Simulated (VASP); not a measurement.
# LiH (P4/mmm) in VASP: single point with HSE06

Aim: the single point of LiH with HSE06.

Program: VASP 6.6.1. These are calculated values, not measurements. Logs are shortened: lines on timing, memory, paths and dates and some standing lists are left out, and cuts for length are marked.

### Step 1. The cell of the first run

Symmetry: P4/mmm, No. 123, tetragonal system. The conventional cell has a = 2.621 Å, b = 2.621 Å, c = 2.554 Å, α = 90.00°, β = 90.00°, γ = 90.00°. Within 3.0 Å of Li (site symmetry 4/mmm) lie 8 H at 2.25 Å and 6 Li at 2.55 to 2.62 Å. Within 3.0 Å of H (site symmetry 4/mmm) lie 8 Li at 2.25 Å and 6 H at 2.55 to 2.62 Å.

### Step 2. Single point, HSE06 (epitaxial xy strain +4.8%)

File POSCAR:

```
LiH
1.0
    2.6207376659      0.0000000000      0.0000000000
    0.0000000000      2.6207376659      0.0000000000
    0.0000000000      0.0000000000      2.5540283997
Li H
1 1
Direct
    0.0000000000      0.0000000000      0.0000000000
    0.5000000000      0.5000000000      0.5000000000
```

File INCAR.step1:

```
SYSTEM = LiH
  ALGO = Normal
  EDIFF = 1E-5
  ENCUT = 520
  GGA = PE
  ISIF = 2
  ISMEAR = 0
  LASPH = .TRUE.
  LCHARG = .FALSE.
  LREAL = .FALSE.
  LWAVE = .TRUE.
  NBANDS = 9
  NELM = 60
  PREC = Accurate
  SIGMA = 0.01
```

File INCAR.step2:

```
SYSTEM = LiH
  ALGO = Normal
  EDIFF = 1E-6
  ENCUT = 520
  GGA = PE
  HFSCREEN = 0.2079
  ISIF = 2
  ISMEAR = 0
  ISTART = 1
  LASPH = .TRUE.
  LCHARG = .FALSE.
  LHFCALC = .TRUE.
  LREAL = .FALSE.
  LWAVE = .FALSE.
  NBANDS = 9
  NELM = 60
  PREC = Accurate
  PRECFOCK = Normal
  SIGMA = 0.01
```

File KPOINTS:

```
k-points
0
G
  8 8 8
  0 0 0
```

Potentials or basis: VASP PAW PBE potentials, release 64 (Li_sv, H).

Started as:

```bash
$ cat potpaw_PBE.64/Li_sv/POTCAR potpaw_PBE.64/H/POTCAR > POTCAR
$ cp INCAR.step1 INCAR
$ mpirun -np 1 vasp_std > vasp.out
$ cp INCAR.step2 INCAR
$ mpirun -np 1 vasp_std > vasp.out
```

OUTCAR:

```text
SYSTEM = LiH
   EDIFF = 1E-6
   ENCUT = 520
   GGA = PE
   HFSCREEN = 0.2079
   ISIF = 2
   ISMEAR = 0
   ISTART = 1
   LASPH = .TRUE.
   LHFCALC = .TRUE.
   LREAL = .FALSE.
   NELM = 60
   PREC = Accurate
   PRECFOCK = Normal

 ion  position               nearest neighbor table
   1  0.000  0.000  0.000-
   2  0.500  0.500  0.500-

  LATTYP: Found a simple tetragonal cell.
 ALAT       =     2.6207376659
 C/A-ratio  =     0.9745456147

  Lattice vectors:

 A1 = (   2.6207376659,   0.0000000000,   0.0000000000)
 A2 = (   0.0000000000,   2.6207376659,   0.0000000000)
 A3 = (   0.0000000000,   0.0000000000,   2.5540283997)

Analysis of symmetry for initial positions (statically):
=====================================================================
 Subroutine PRICEL returns:
 Original cell was already a primitive cell.

 Routine SETGRP: Setting up the symmetry group for a
 simple tetragonal supercell.

 Subroutine GETGRP returns: Found 16 space group operations
 (whereof 16 operations were pure point group operations)
 out of a pool of 16 trial point group operations.

The static configuration has the point symmetry D_4h.

Analysis of symmetry for dynamics (positions and initial velocities):
=====================================================================
 Subroutine PRICEL returns:
 Original cell was already a primitive cell.

 Routine SETGRP: Setting up the symmetry group for a
 simple tetragonal supercell.

 Subroutine GETGRP returns: Found 16 space group operations
 (whereof 16 operations were pure point group operations)
 out of a pool of 16 trial point group operations.

The dynamic configuration has the point symmetry D_4h.

 Subroutine INISYM returns: Found 16 space group operations
 (whereof 16 operations are pure point group operations),
 and found     1 'primitive' translations

----------------------------------------------------------------------------------------

                                     Primitive cell

  volume of cell :      17.5417

  direct lattice vectors                    reciprocal lattice vectors
     2.620737666  0.000000000  0.000000000     0.381571957  0.000000000  0.000000000
     0.000000000  2.620737666  0.000000000     0.000000000  0.381571957  0.000000000
     0.000000000  0.000000000  2.554028400     0.000000000  0.000000000  0.391538324

  length of vectors
     2.620737666  2.620737666  2.554028400     0.381571957  0.381571957  0.391538324

  position of ions in fractional coordinates (direct lattice)
     0.000000000  0.000000000  0.000000000
     0.500000000  0.500000000  0.500000000

  ion indices of the primitive-cell ions
   primitive index   ion index
                 1           1
                 2           2

----------------------------------------------------------------------------------------

 KPOINTS: k-points

Automatic generation of k-mesh.
 Grid dimensions read from file:
 generate k-points for:    8    8    8

 Generating k-lattice:

  Cartesian coordinates                     Fractional coordinates (reciprocal lattice)
     0.047696495  0.000000000  0.000000000     0.125000000  0.000000000  0.000000000
     0.000000000  0.047696495  0.000000000     0.000000000  0.125000000  0.000000000
     0.000000000  0.000000000  0.048942291     0.000000000  0.000000000  0.125000000

  Length of vectors
     0.047696495  0.047696495  0.048942291

  Shift w.r.t. Gamma in fractional coordinates (k-lattice)
     0.000000000  0.000000000  0.000000000

 Subroutine IBZKPT returns following result:
 ===========================================

 Found     75 irreducible k-points:

 Following reciprocal coordinates:
            Coordinates               Weight
  0.000000  0.000000  0.000000      1.000000
  0.125000  0.000000  0.000000      4.000000
  0.250000  0.000000  0.000000      4.000000
  0.375000  0.000000  0.000000      4.000000
  0.500000  0.000000  0.000000      2.000000
  0.125000  0.125000  0.000000      4.000000
[... 16 lines left out ...]
  0.375000  0.125000  0.125000     16.000000
  0.500000  0.125000  0.125000      8.000000
 [... further k-points ...]
   k-points           NKPTS =     75   k-points in BZ     NKDIM =    512   number of bands    NBANDS=      9
   number of dos      NEDOS =    301   number of ions     NIONS =      2
   total plane-waves  NPLWV =   8000
   dimension x,y,z NGX =    20 NGY =   20 NGZ =   20
   dimension x,y,z NGXF=    40 NGYF=   40 NGZF=   40
   ions per type =               1   1
   NGX,Y,Z   is equivalent  to a cutoff of  12.69, 12.69, 13.02 a.u.
   NGXF,Y,Z  is equivalent  to a cutoff of  25.37, 25.37, 26.04 a.u.
 SYSTEM =  LiH
   PREC   = accura    normal or accurate (medium, high low for compatibility)
   ISTART =      1    job   : 0-new  1-cont  2-samecut
   ICHARG =      0    charge: 1-file 2-atom 10-const
   ISPIN  =      1    spin polarized calculation?
   LNONCOLLINEAR =      F non collinear calculations
   LSORBIT =      F    spin-orbit coupling
   LASPH  =      T    aspherical Exc in radial PAW
   ENCUT  =  520.0 eV  38.22 Ry    6.18 a.u.   4.87  4.87  4.75*2*pi/ulx,y,z
   NELM   =     60;   NELMIN=  2; NELMDL=  0     # of ELM steps
   EDIFF  = 0.1E-05   stopping-criterion for ELM
   LREAL  =      F    real-space projection
   EDIFFG = 0.1E-04   stopping-criterion for IOM
   NSW    =      0    number of steps for IOM
   IBRION =     -1    ionic relax: 0-MD 1-quasi-New 2-CG
   NFREE  =      0    steps in history (QN), initial steepest desc. (CG)
   ISIF   =      2    stress and relaxation
   ISYM   =      3    0-nonsym 1-usesym 2-fastsym
   POTIM  = 0.5000    time-step for ionic-motion
   TEBEG  =    0.0;   TEEND  =   0.0 temperature during run
   PSTRESS=    0.0 pullay stress
   NELECT =       4.0000    total number of electrons
   NUPDOWN=      -1.0000    fix difference up-down
   EMIN   =  10.00;   EMAX   =-10.00  energy-range for DOS
   EFERMI =   0.00;   METHOD = LEGACY
   ISMEAR =     0;   SIGMA  =   0.01  broadening in eV -4-tet -1-fermi 0-gaus
   EFERMI_NEDOS =   21; number of points for ismear=-14 and -15
   IALGO  =     38    algorithm
   IMIX   =      1    mixing-type and parameters
     AMIX     =   0.40;   BMIX     =  1.00
     AMIX_MAG =   1.60;   BMIX_MAG =  1.00
  volume/ion in A,a.u.               =       8.77        59.19
  Fermi-wavevector in a.u.,A,eV,Ry     =   1.000162  1.890033 13.610247  1.000325
  Thomas-Fermi vector in A             =   2.132501
   LORBIT       =      0    0 simple, 1 ext, 2 COOP (PROOUT), +10 PAW based schemes
   GGA     = PE    functional components
   LHFCALC =     T    Hartree Fock is set to
   PRECFOCK=normal    Normal, Fast or Accurate (Low or Medium for compatibility)
   ENCUT4O =  -1.0   cutoff for four orbital integrals eV
   NKREDX  =     1    reduce k-point grid by
   NKREDY  =     1    reduce k-point grid by
   NKREDZ  =     1    reduce k-point grid by
   AEXX    =    0.2500 exact exchange contribution
   HFSCREEN=    0.2079 screening length (either q_TF or 0.3 A-1)
   HFSCREENC=   0.2079 screening length for correlation (either q_TF or 0.3 A-1)
   ENCUTFOCK=  -1.0 apply spherical cutoff to Coloumb kernel
   IVDW    =     0    specifies the selected vdW correction
   LEPSILON=     F    determine dielectric tensor
   LRPA    =     F    only Hartree local field effects (RPA)
 non-spin polarized calculation
 Gauss-broadening in eV      SIGMA  =   0.01
  energy-cutoff  :      520.00
  volume of cell :       17.54
 maximum number of plane-waves:       486
 NGX is ok and might be reduce to    20
  NGX = 16; NGY = 16; NGZ = 16

 number of electron       3.9999994 magnetization

 Free energy of the ion-electron system (eV)
  ---------------------------------------------------
  ext. energy  EPLUGINS =         0.00000000
  ---------------------------------------------------
  free energy    TOTEN  =        -6.27260740 eV

  energy without entropy =       -6.27260740  energy(sigma->0) =       -6.27260740

 E-fermi :   2.4724     XC(G=0):  -6.9556

 val. band max:        2.3771846480   @ k =   0.5000   0.5000   0.5000
 cond. band min:       3.7263895075   @ k =   0.5000   0.0000   0.0000
 fundamental gap:      1.3492048596
 Fermi energy:         2.4724183718

 k-point     1 :       0.0000    0.0000    0.0000
  band No.  band energies     occupation
      1     -48.8912      2.00000
      2      -6.6202      2.00000
      3      14.5376      0.00000
      4      14.5376      0.00000
      5      15.1422      0.00000
      6      15.5719      0.00000
      7      17.4560      0.00000
      8      18.2106      0.00000
      9      33.2742      0.00000

 k-point     2 :       0.1250    0.0000    0.0000
  band No.  band energies     occupation
      1     -48.8860      2.00000
      2      -6.3666      2.00000
      3      11.1431      0.00000
      4      14.8626      0.00000
      5      15.3651      0.00000
      6      15.8940      0.00000
      7      18.3689      0.00000
      8      21.2624      0.00000
      9      30.8917      0.00000

 k-point     3 :       0.2500    0.0000    0.0000
  band No.  band energies     occupation
      1     -48.8733      2.00000
      2      -5.6559      2.00000
      3       7.5330      0.00000
      4      14.9917      0.00000
      5      15.8199      0.00000
      6      16.8408      0.00000
      7      19.3758      0.00000
      8      26.5434      0.00000
      9      27.0753      0.00000

 k-point     4 :       0.3750    0.0000    0.0000
  band No.  band energies     occupation
      1     -48.8604      2.00000
      2      -4.7192      2.00000
      3       4.8279      0.00000
      4      14.5937      0.00000
      5      17.3020      0.00000
      6      18.2957      0.00000
      7      21.0360      0.00000
      8      23.7150      0.00000
      9      24.7819      0.00000
[... 205 lines left out ...]
 k-point    22 :       0.2500    0.1250    0.1250
  band No.  band energies     occupation
      1     -48.8625      2.00000
      2      -5.0721      2.00000
      3       7.8844      0.00000
      4      12.1038      0.00000
      5      12.8881      0.00000
      6      18.6648      0.00000
      7      23.5884      0.00000
      8      24.6879      0.00000
      9      26.8272      0.00000

 k-point    23 :       0.3750    0.1250    0.1250
  band No.  band energies     occupation
      1     -48.8502      2.00000
      2      -4.0706      2.00000
      3       5.1480      0.00000
      4      12.2660      0.00000
      5      14.3081      0.00000
      6      19.0613      0.00000
      7      20.3739      0.00000
      8      25.7793      0.00000
      9      26.6236      0.00000

 k-point    24 :       0.5000    0.1250    0.1250
  band No.  band energies     occupation
      1     -48.8451      2.00000
      2      -3.5128      2.00000
      3       4.0086      0.00000
      4      12.2766      0.00000
      5      15.6453      0.00000
      6      18.3222      0.00000
      7      19.3377      0.00000
      8      25.7926      0.00000
      9      27.2925      0.00000

 [... further k-points ...]
[... 5 lines left out ...]
  --------------------------------------------------------------------------------------
  -------------------------------------------------------------------------------------
  Total       -0.5967782     -0.5967782     -0.0561473      0.0000000      0.0000000      0.0000000
  in kB      -54.5068017    -54.5068017     -5.1282231      0.0000000      0.0000000      0.0000000
  external PRESSURE =     -38.0472755 kB  Pullay stress =       0.0000000 kB

 VOLUME and BASIS-vectors are now :
 -----------------------------------------------------------------------------
  energy-cutoff  :      520.00
  volume of cell :       17.54
      direct lattice vectors                 reciprocal lattice vectors
     2.620737666  0.000000000  0.000000000     0.381571957  0.000000000  0.000000000
     0.000000000  2.620737666  0.000000000     0.000000000  0.381571957  0.000000000
     0.000000000  0.000000000  2.554028400     0.000000000  0.000000000  0.391538324

 POSITION                                       TOTAL-FORCE (eV/Angst)
 -----------------------------------------------------------------------------------
      0.00000      0.00000      0.00000         0.000000      0.000000      0.000000
      1.31037      1.31037      1.27701         0.000000      0.000000      0.000000
 -----------------------------------------------------------------------------------
    total drift:                               -0.000000     -0.000000      0.000000

  FREE ENERGIE OF THE ION-ELECTRON SYSTEM (eV)
  ---------------------------------------------------
  free  energy   TOTEN  =        -6.2726074039 eV

  energy  without entropy=       -6.2726074039  energy(sigma->0) =       -6.27260740
```

It took 6.9 min on 1 thread of Intel Xeon Platinum 8259CL at 2.50GHz (Skylake/Cascade Lake), shared host; peak memory 0.24 GiB.

What came out:

```
Free energy            : -6.2726 eV
Band gap on the k mesh : 1.35 eV (least direct gap 5.06 eV)
```

Levels at points of the mesh, in eV from the valence-band top:
```tsv
k point	band 1	band 2	band 3	band 4	band 5	band 6
(0.00, 0.00, 0.00)	-51.27	-9.00	12.16	12.16	12.77	13.19
(0.50, 0.00, 0.00)	-51.23	-6.59	1.35	12.05	16.08	17.03
(0.50, 0.50, 0.00)	-51.20	-2.79	2.35	2.35	9.29	19.85
(0.00, 0.00, 0.50)	-51.22	-6.36	1.64	11.70	16.38	16.38
(0.50, 0.00, 0.50)	-51.19	-2.56	2.50	2.67	9.54	19.28
(0.50, 0.50, 0.50)	-51.17	0.00	7.07	7.32	7.32	9.40
```

Caveat: the cell differs from its parent crystal (epitaxial xy strain +4.8%); the cutoff is under 1.25 times the usual one of these potentials, so pressure, stress and relaxed cells hold a basis-set (Pulay) error; the PAW data sets were made with another functional, which shifts forces and pressure a little. A k mesh can miss the band edges.
